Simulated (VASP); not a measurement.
Wanted: the native input for a VASP 6.6.1 run.

```
Task                   : single point
Functional             : PBEsol
Potentials or basis    : VASP PAW PBE potentials, release 64 (Al, Cu)
Cutoff                 : 520 eV
k mesh                 : 10 × 10 × 10
Occupations            : methfessel-paxton, width 0.1 eV
Spin                   : no spin polarisation
Dipole correction      : no
Further INCAR settings : ALGO = Normal; EDIFF = 1e-06; NBANDS = 14
```

The structure of AlCu lies in POSCAR:

```
AlCu
1.0
    3.0369544314      0.0000000000      0.0000000000
    0.0000000000      3.0369544314      0.0000000000
    0.0000000000      0.0000000000      3.0369544314
Al Cu
1 1
Direct
    0.0000000000      0.0000000000      0.0000000000
    0.5000000000      0.5000000000      0.5000000000
```

These files were run (other wordings do the same):

INCAR

```
PREC     = Accurate       # precision mode
ENCUT    = 520            # plane-wave cutoff, eV
EDIFF    = 1E-6           # SCF threshold, eV
ISMEAR   = 1              # smearing method
SIGMA    = 0.1            # smearing width, eV
LREAL    = False          # projectors in reciprocal space
LASPH    = True           # aspherical terms in the spheres
NELM     = 60             # most SCF steps
ALGO     = Normal         # electronic algorithm
ISIF     = 2              # what is computed and relaxed
LWAVE    = False          # write WAVECAR
LCHARG   = False          # write CHGCAR
GGA      = PS             # functional
NBANDS   = 14             # bands
```

KPOINTS

```
Automatic mesh
0
Gamma
  10 10 10
```

Potentials or basis: VASP PAW PBE potentials, release 64 (Al, Cu).

The run is started by

```bash
$ cat potpaw_PBE.64/Al/POTCAR potpaw_PBE.64/Cu/POTCAR > POTCAR
$ mpirun -np 1 vasp_std > vasp.out
```

Results of the run:

- Pressure: -7.0 GPa
- Band gap on the k mesh: zero (band 7 reaches 12.22 eV, above the bottom of band 8 at 7.65 eV)

Caveat: the PAW data sets were made with another functional, which shifts forces and pressure a little.

Run time: 10 s on 1 thread of Intel(R) Xeon(R) 6975P-C (Granite Rapids), on a shared host, peak memory 0.14 GiB.
